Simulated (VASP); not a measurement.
A run of VASP 6.6.1 is set up as follows.

INCAR

```
SYSTEM = ZnSe
PREC = Accurate
ENCUT = 520
EDIFF = 1E-6
ISMEAR = 0
SIGMA = 0.02
LREAL = .FALSE.
LASPH = .TRUE.
NELM = 60
ALGO = Normal
ISIF = 2
LWAVE = .FALSE.
LCHARG = .FALSE.
GGA = PE
NBANDS = 16
```

KPOINTS

```
regular mesh
0
G
  8 8 8
  0 0 0
```

Contents of POSCAR:

```
ZnSe
1.0
    0.0000000000      2.9571553140      2.9571553140
    2.9571553140      0.0000000000      2.9571553140
    2.9571553140      2.9571553140      0.0000000000
Zn Se
1 1
Direct
    0.0000000000      0.0000000000      0.0000000000
    0.7500000000      0.7500000000      0.7500000000
```

Potentials or basis: VASP PAW PBE potentials, release 64 (Zn, Se).

Launch:

```bash
$ cat potpaw_PBE.64/Zn/POTCAR potpaw_PBE.64/Se/POTCAR > POTCAR
$ mpirun -np 1 vasp_std > vasp.out
```

Q: Estimate the band gap on the k mesh.

A: 0.80 eV, direct.

Q: Estimate the pressure.

A: -4.1 GPa.

Caveat: the cell differs from its parent crystal (strained).
